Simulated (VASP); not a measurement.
Write the native input for VASP 6.6.1 that does the following.

```
Task                   : single point
Functional             : PBEsol
Potentials or basis    : VASP PAW PBE potentials, release 64 (In_d)
Cutoff                 : 520 eV
k mesh                 : 10 × 10 × 10
Occupations            : fermi-dirac, width 0.05 eV
Spin                   : no spin polarisation
Dipole correction      : no
Further INCAR settings : ALGO = Normal; EDIFF = 1e-06; NBANDS = 12
```

The structure of In lies in POSCAR:

```
In
1.0
   -1.8604993917      1.8604993917      1.8604993917
    1.8604993917     -1.8604993917      1.8604993917
    1.8604993917      1.8604993917     -1.8604993917
In
1
Direct
    0.0000000000      0.0000000000      0.0000000000
```

One way to write it, as run:

INCAR

```
PREC     = Accurate       # precision mode
ENCUT    = 520            # plane-wave cutoff, eV
EDIFF    = 1E-6           # SCF threshold, eV
ISMEAR   = -1             # smearing method
SIGMA    = 0.05           # smearing width, eV
LREAL    = F              # projectors in reciprocal space
LASPH    = T              # aspherical terms in the spheres
NELM     = 100            # most SCF steps
ALGO     = Normal         # electronic algorithm
ISIF     = 2              # what is computed and relaxed
LWAVE    = F              # write WAVECAR
LCHARG   = T              # write CHGCAR
GGA      = PS             # functional
LELF     = T              # ELF
LVHAR    = T            
NBANDS   = 12             # bands
```

KPOINTS

```
regular mesh
0
Gamma
  10 10 10
```

Potentials or basis: VASP PAW PBE potentials, release 64 (In_d).

The run is started by

```bash
$ cat potpaw_PBE.64/In_d/POTCAR > POTCAR
$ mpirun -np 1 vasp_std > vasp.out
```

Results of the run:

```yaml
Pressure: 0.0 GPa
```

Caveat: the PAW data sets were made with another functional, which shifts forces and pressure a little.

Run time: 6.2 s on 1 thread of Intel(R) Xeon(R) Platinum 8259CL CPU @ 2.50GHz (Skylake/Cascade Lake), with other jobs on the host, peak memory 0.14 GiB.
